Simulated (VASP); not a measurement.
# PbS in VASP: further runs

Runs on PbS. Level: PBE. Tasks: single point.

Everything below comes from runs of VASP 6.6.1. Logs are shortened: lines on timing, memory, paths and dates and some standing lists are left out, and cuts for length are marked.

## Step 1: The cell of the first run

The cell holds a slab with vacuum, 4 atoms: a = 4.006 Å, b = 4.006 Å, c = 11.756 Å, α = 93.64°, β = 93.64°, γ = 89.21°.

## Step 2: Single point, PBE (equal xx and yy strain of -3 %)

File INCAR:

```
PREC = Accurate ; ENCUT = 520
EDIFF = 1E-7 ; ISMEAR = -1
SIGMA = 0.01 ; LREAL = F
LASPH = T ; NELM = 60
ALGO = Normal ; ISIF = 2
LWAVE = F ; LCHARG = F
GGA = PE ; NBANDS = 28
```

File KPOINTS:

```
Automatic mesh
0
Gamma
  7 7 3
```

File POSCAR:

```
PbS
1.0
    2.8522850000     -2.8130000000      0.0000000000
    2.8522850000      2.8130000000      0.0000000000
   -1.0476485000      0.0000000000     11.7092900000
Pb S
2 2
Direct
    0.7756000000      0.7756000000      0.6363800000
    0.2244000000      0.2244000000      0.3636200000
    0.2684000000      0.2684000000      0.5986000000
    0.7316000000      0.7316000000      0.4014000000
```

Potentials or basis: VASP PAW PBE potentials, release 64 (Pb_d, S).

Run with:

```sh
$ cat potpaw_PBE.64/Pb_d/POTCAR potpaw_PBE.64/S/POTCAR > POTCAR
$ mpirun -np 1 vasp_std > vasp.out
```

OUTCAR:

```text
PREC = Accurate
   ENCUT = 520
   EDIFF = 1E-7
   ISMEAR = -1
   LREAL = F
   LASPH = T
   NELM = 60
   ISIF = 2
   GGA = PE

 ion  position               nearest neighbor table
   1  0.776  0.776  0.636-   4 2.75   3 2.85   3 2.85   3 2.88   3 2.89
   2  0.224  0.224  0.364-   3 2.75   4 2.85   4 2.85   4 2.88   4 2.89
   3  0.268  0.268  0.599-   2 2.75   1 2.85   1 2.85   1 2.88   1 2.89
   4  0.732  0.732  0.401-   1 2.75   2 2.85   2 2.85   2 2.88   2 2.89

  LATTYP: Found a base centered monoclinic cell.
 ALAT       =     5.7045700000
 B/A-ratio  =     0.9862268322
 C/A-ratio  =     2.0608150928
 COS(beta)  =    -0.0891155836

  Lattice vectors:

 A1 = (   2.8522850000,  -2.8130000000,   0.0000000000)
 A2 = (   2.8522850000,   2.8130000000,   0.0000000000)
 A3 = (  -1.0476485000,   0.0000000000,  11.7092900000)

Analysis of symmetry for initial positions (statically):
=====================================================================
 Subroutine PRICEL returns:
 Original cell was already a primitive cell.

 Routine SETGRP: Setting up the symmetry group for a
 base centered monoclinic supercell.

 Subroutine GETGRP returns: Found  4 space group operations
 (whereof  4 operations were pure point group operations)
 out of a pool of  4 trial point group operations.

The static configuration has the point symmetry C_2h.

Analysis of symmetry for dynamics (positions and initial velocities):
=====================================================================
 Subroutine PRICEL returns:
 Original cell was already a primitive cell.

 Routine SETGRP: Setting up the symmetry group for a
 base centered monoclinic supercell.

 Subroutine GETGRP returns: Found  4 space group operations
 (whereof  4 operations were pure point group operations)
 out of a pool of  4 trial point group operations.

The dynamic configuration has the point symmetry C_2h.

 Subroutine INISYM returns: Found  4 space group operations
 (whereof  4 operations are pure point group operations),
 and found     1 'primitive' translations

----------------------------------------------------------------------------------------

                                     Primitive cell

  volume of cell :     187.8985

  direct lattice vectors                    reciprocal lattice vectors
     2.852285000 -2.813000000  0.000000000     0.175298051 -0.177746178  0.015684191
     2.852285000  2.813000000  0.000000000     0.175298051  0.177746178  0.015684191
    -1.047648500  0.000000000 11.709290000     0.000000000  0.000000000  0.085402275

  length of vectors
     4.006057753  4.006057753 11.756063954     0.250138170  0.250138170  0.085402275

  position of ions in fractional coordinates (direct lattice)
     0.775600000  0.775600000  0.636380000
     0.224400000  0.224400000  0.363620000
     0.268400000  0.268400000  0.598600000
     0.731600000  0.731600000  0.401400000

  ion indices of the primitive-cell ions
   primitive index   ion index
                 1           1
                 2           2
                 3           3
                 4           4

----------------------------------------------------------------------------------------

 KPOINTS: Automatic mesh

Automatic generation of k-mesh.
 Grid dimensions read from file:
 generate k-points for:    7    7    3

 Generating k-lattice:

  Cartesian coordinates                     Fractional coordinates (reciprocal lattice)
     0.025042579 -0.025392311  0.002240599     0.142857143  0.000000000  0.000000000
     0.025042579  0.025392311  0.002240599     0.000000000  0.142857143  0.000000000
     0.000000000  0.000000000  0.028467425     0.000000000  0.000000000  0.333333333

  Length of vectors
     0.035734024  0.035734024  0.028467425

  Shift w.r.t. Gamma in fractional coordinates (k-lattice)
     0.000000000  0.000000000  0.000000000

 Subroutine IBZKPT returns following result:
 ===========================================

 Found     44 irreducible k-points:

 Following reciprocal coordinates:
            Coordinates               Weight
  0.000000  0.000000  0.000000      1.000000
  0.142857  0.000000  0.000000      4.000000
  0.285714  0.000000  0.000000      4.000000
  0.428571  0.000000  0.000000      4.000000
  0.142857  0.142857  0.000000      2.000000
  0.285714  0.142857  0.000000      4.000000
[... 16 lines left out ...]
 -0.142857 -0.000000  0.333333      4.000000
  0.142857  0.142857  0.333333      2.000000
 [... further k-points ...]
   k-points           NKPTS =     44   k-points in BZ     NKDIM =     44   number of bands    NBANDS=     28
   number of dos      NEDOS =    301   number of ions     NIONS =      4
   total plane-waves  NPLWV =  81000
   dimension x,y,z NGX =    30 NGY =   30 NGZ =   90
   dimension x,y,z NGXF=    60 NGYF=   60 NGZF=  180
   ions per type =               2   2
   NGX,Y,Z   is equivalent  to a cutoff of  12.45, 12.45, 12.73 a.u.
   NGXF,Y,Z  is equivalent  to a cutoff of  24.90, 24.90, 25.45 a.u.
 SYSTEM =  unknown system
   PREC   = accura    normal or accurate (medium, high low for compatibility)
   ISTART =      0    job   : 0-new  1-cont  2-samecut
   ICHARG =      2    charge: 1-file 2-atom 10-const
   ISPIN  =      1    spin polarized calculation?
   LNONCOLLINEAR =      F non collinear calculations
   LSORBIT =      F    spin-orbit coupling
   LASPH  =      T    aspherical Exc in radial PAW
   ENCUT  =  520.0 eV  38.22 Ry    6.18 a.u.   7.45  7.45 21.86*2*pi/ulx,y,z
   NELM   =     60;   NELMIN=  2; NELMDL= -5     # of ELM steps
   EDIFF  = 0.1E-06   stopping-criterion for ELM
   LREAL  =      F    real-space projection
   EDIFFG = 0.1E-05   stopping-criterion for IOM
   NSW    =      0    number of steps for IOM
   IBRION =     -1    ionic relax: 0-MD 1-quasi-New 2-CG
   NFREE  =      0    steps in history (QN), initial steepest desc. (CG)
   ISIF   =      2    stress and relaxation
   ISYM   =      2    0-nonsym 1-usesym 2-fastsym
   POTIM  = 0.5000    time-step for ionic-motion
   TEBEG  =    0.0;   TEEND  =   0.0 temperature during run
   PSTRESS=    0.0 pullay stress
   NELECT =      40.0000    total number of electrons
   NUPDOWN=      -1.0000    fix difference up-down
   EMIN   =  10.00;   EMAX   =-10.00  energy-range for DOS
   EFERMI =   0.00;   METHOD = LEGACY
   ISMEAR =    -1;   SIGMA  =   0.01  broadening in eV -4-tet -1-fermi 0-gaus
   EFERMI_NEDOS =   21; number of points for ismear=-14 and -15
   IALGO  =     38    algorithm
   IMIX   =      4    mixing-type and parameters
     AMIX     =   0.40;   BMIX     =  1.00
     AMIX_MAG =   1.60;   BMIX_MAG =  1.00
  volume/ion in A,a.u.               =      46.97       317.00
  Fermi-wavevector in a.u.,A,eV,Ry     =   0.977508  1.847223 13.000671  0.955522
  Thomas-Fermi vector in A             =   2.108211
   LORBIT       =      0    0 simple, 1 ext, 2 COOP (PROOUT), +10 PAW based schemes
   GGA     = PE    functional components
   LHFCALC =     F    Hartree Fock is set to
   AEXX    =    0.0000 exact exchange contribution
   IVDW    =     0    specifies the selected vdW correction
   LEPSILON=     F    determine dielectric tensor
   LRPA    =     F    only Hartree local field effects (RPA)
 non-spin polarized calculation
  energy-cutoff  :      520.00
  volume of cell :      187.90
 maximum number of plane-waves:      5117
 NGX is ok and might be reduce to    30
   NGX = 15   NGY = 15   NGZ = 43

 number of electron      39.9999997 magnetization

 Free energy of the ion-electron system (eV)
  ---------------------------------------------------
  ext. energy  EPLUGINS =         0.00000000
  ---------------------------------------------------
  free energy    TOTEN  =       -17.00784180 eV

  energy without entropy =      -17.00784180  energy(sigma->0) =      -17.00784180

 E-fermi :   1.4730     XC(G=0):  -6.0830

 val. band max:        1.2146556748   @ k =   0.4286   0.0000   0.3333
 cond. band min:       2.1679596204   @ k =   0.0000   0.0000   0.3333
 fundamental gap:      0.9533039456
 Fermi energy:         1.4729926776

 k-point     1 :       0.0000    0.0000    0.0000
  band No.  band energies     occupation
      1     -15.2552      2.00000
      2     -15.1444      2.00000
      3     -15.1384      2.00000
      4     -15.1280      2.00000
      5     -15.0888      2.00000
      6     -15.0852      2.00000
[... 20 lines left out ...]
     27       7.6369      0.00000
     28       7.8413      0.00000

 k-point     2 :       0.1429    0.0000    0.0000
  band No.  band energies     occupation
      1     -15.2403      2.00000
      2     -15.1407      2.00000
      3     -15.1279      2.00000
      4     -15.1160      2.00000
      5     -15.0904      2.00000
      6     -15.0871      2.00000
[... 20 lines left out ...]
     27       7.3424      0.00000
     28       7.4345      0.00000

 k-point     3 :       0.2857    0.0000    0.0000
  band No.  band energies     occupation
      1     -15.2077      2.00000
      2     -15.1416      2.00000
      3     -15.1096      2.00000
      4     -15.1004      2.00000
      5     -15.1002      2.00000
      6     -15.0921      2.00000
[... 20 lines left out ...]
     27       6.6006      0.00000
     28       7.6545      0.00000

 k-point     4 :       0.4286    0.0000    0.0000
  band No.  band energies     occupation
      1     -15.1765      2.00000
      2     -15.1536      2.00000
      3     -15.1149      2.00000
      4     -15.1147      2.00000
      5     -15.1063      2.00000
      6     -15.1009      2.00000
[... 578 lines left out ...]
     27       6.3454      0.00000
     28       7.4399      0.00000

 k-point    23 :      -0.1429   -0.0000    0.3333
  band No.  band energies     occupation
      1     -15.2403      2.00000
      2     -15.1407      2.00000
      3     -15.1279      2.00000
      4     -15.1160      2.00000
      5     -15.0904      2.00000
      6     -15.0871      2.00000
[... 20 lines left out ...]
     27       7.3753      0.00000
     28       7.6345      0.00000

 k-point    24 :       0.1429    0.1429    0.3333
  band No.  band energies     occupation
      1     -15.2303      2.00000
      2     -15.1339      2.00000
      3     -15.1177      2.00000
      4     -15.1078      2.00000
      5     -15.0946      2.00000
      6     -15.0925      2.00000
[... 20 lines left out ...]
     27       6.4507      0.00000
     28       7.7407      0.00000

 [... further k-points ...]
[... 5 lines left out ...]
  --------------------------------------------------------------------------------------
  -------------------------------------------------------------------------------------
  Total        3.8596543      5.3286109     -0.5148685      0.0000000      0.0000000     -0.0123428
  in kB       32.9105983     45.4361348     -4.3901938      0.0000000      0.0000000     -0.1052450
  external PRESSURE =      24.6521798 kB  Pullay stress =       0.0000000 kB

 VOLUME and BASIS-vectors are now :
 -----------------------------------------------------------------------------
  energy-cutoff  :      520.00
  volume of cell :      187.90
      direct lattice vectors                 reciprocal lattice vectors
     2.852285000 -2.813000000  0.000000000     0.175298051 -0.177746178  0.015684191
     2.852285000  2.813000000  0.000000000     0.175298051  0.177746178  0.015684191
    -1.047648500  0.000000000 11.709290000     0.000000000  0.000000000  0.085402275

 POSITION                                       TOTAL-FORCE (eV/Angst)
 -----------------------------------------------------------------------------------
      3.75776      0.00000      7.45156        -0.002409      0.000000     -0.054930
      0.89916      0.00000      4.25773         0.002409      0.000000      0.054930
      0.90398      0.00000      7.00918        -0.002016      0.000000     -0.126524
      3.75294      0.00000      4.70011         0.002016      0.000000      0.126524
 -----------------------------------------------------------------------------------
    total drift:                               -0.000000     -0.000000      0.000000

  FREE ENERGIE OF THE ION-ELECTRON SYSTEM (eV)
  ---------------------------------------------------
  free  energy   TOTEN  =       -17.0078418039 eV

  energy  without entropy=      -17.0078418039  energy(sigma->0) =      -17.00784180
```

Wall time 7.3 min (1 thread of Intel Xeon 8259CL, shared host); peak memory 0.38 GiB.

What came out:

```
Free energy            : -17.0078 eV
Largest force          : 0.127 eV/Å
Band gap on the k mesh : 0.95 eV, indirect (least direct gap 1.01 eV)
```

Forces in eV/Å, atoms in the order of the input:
```
Pb  -0.002  0.000 -0.055
Pb   0.002  0.000  0.055
S   -0.002  0.000 -0.127
S    0.002  0.000  0.127
```

Caveat: the cell differs from its parent crystal (equal xx and yy strain of -3 %); spin-orbit coupling is left out, which moves the levels of the heavy elements.

## Step 3: Single point, PBE (equal xx and yy strain of -1 %)

File INCAR:

```
SYSTEM = PbS
PREC     = Accurate       ! precision mode
ENCUT    = 520            ! plane-wave cutoff, eV
EDIFF    = 1E-6           ! SCF threshold, eV
ISMEAR   = -1             ! smearing method
SIGMA    = 0.01           ! smearing width, eV
LREAL    = .FALSE.        ! projectors in reciprocal space
LASPH    = .TRUE.         ! aspherical terms in the spheres
NELM     = 80             ! most SCF steps
ALGO     = Normal         ! electronic algorithm
ISIF     = 2              ! what is computed and relaxed
LWAVE    = .FALSE.        ! write WAVECAR
LCHARG   = .FALSE.        ! write CHGCAR
GGA      = PE             ! functional
NBANDS   = 28             ! bands
```

File KPOINTS:

```
regular mesh
0
G
  7 7 3
  0 0 0
```

File POSCAR:

```
PbS
1.0
    2.9110950000     -2.8710000000      0.0000000000
    2.9110950000      2.8710000000      0.0000000000
   -1.0692495000      0.0000000000     11.7092900000
Pb S
2 2
Direct
    0.7756000000      0.7756000000      0.6363800000
    0.2244000000      0.2244000000      0.3636200000
    0.2684000000      0.2684000000      0.5986000000
    0.7316000000      0.7316000000      0.4014000000
```

Potentials or basis: VASP PAW PBE potentials, release 64 (Pb_d, S).

Run with:

```sh
$ cat potpaw_PBE.64/Pb_d/POTCAR potpaw_PBE.64/S/POTCAR > POTCAR
$ mpirun -np 1 vasp_std > vasp.out
```

It took 6.1 min on 1 thread of Intel Xeon 8259CL, shared host; peak memory 0.38 GiB.

Results (log left out):

| Property | Result |
| --- | --- |
| Free energy | -17.1482 eV |
| Largest force | 0.302 eV/Å |
| Band gap on the k mesh | 1.18 eV, direct |

Forces in eV/Å, atoms in the order of the input:
```
Pb  -0.002  0.000 -0.302
Pb   0.002  0.000  0.302
S   -0.003  0.000 -0.082
S    0.003  0.000  0.082
```

Levels at points of the mesh, in eV from the valence-band top:
```
           k point  band 18  band 19  band 20  band 21  band 22  band 23
(0.00, 0.00, 0.00)    -1.53    -1.41     0.00     1.28     2.94     4.95
```

Caveat: the cell differs from its parent crystal (equal xx and yy strain of -1 %); spin-orbit coupling is left out, which moves the levels of the heavy elements.
